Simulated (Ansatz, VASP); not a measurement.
# Si4GePt: VASP beside Ansatz

```
Si Ge Pt
1.0
     0.00000    3.62986    3.62986
     3.62986    0.00000    3.62986
     3.62986    3.62986    0.00000
Si Ge Pt
4 1 1
Direct
  0.87442 0.37675 0.87442
  0.37675 0.87442 0.87442
  0.87442 0.87442 0.87442
  0.87442 0.87442 0.37675
  0.50000 0.50000 0.50000
  0.25000 0.25000 0.25000
```

Change from the starting cell: species swapped into the SmYCo4 type (F-43m, No. 216).

Alike in both runs: functional PBE; k mesh 10 × 10 × 10; occupations gaussian, width 0.1 eV; no spin polarisation.

Ansatz relaxed the structure, and its values are those at the end. VASP's run is a single point on that final structure, the one shown.

|  | VASP | Ansatz |
| --- | --- | --- |
| version | VASP 6.6.1 | Ansatz 0.2.0 |
| potentials or method | VASP PAW PBE potentials, release 64 (Si, Ge_d, Pt), cutoff 520 eV | scalar-relativistic, plane waves, PAW |
| valence electrons in the cell | 40 | 48 |

|  | VASP | Ansatz | Ansatz less VASP |
| --- | --- | --- | --- |
| gap on the k mesh at the Fermi level (eV) | none | none | - |
| pressure (GPa) | 0.0 | 0.0 | +0.06 |
| rms of the force components (eV/Å) | 0.005 | 0.006 | +0.0009 |

A gap of «none» marks a metal or a gap that the smearing closes. VASP's potentials hold 40 valence electrons a cell and Ansatz's 48, so a difference there can come from the potentials and not from the codes.

Spin-orbit coupling is off throughout.
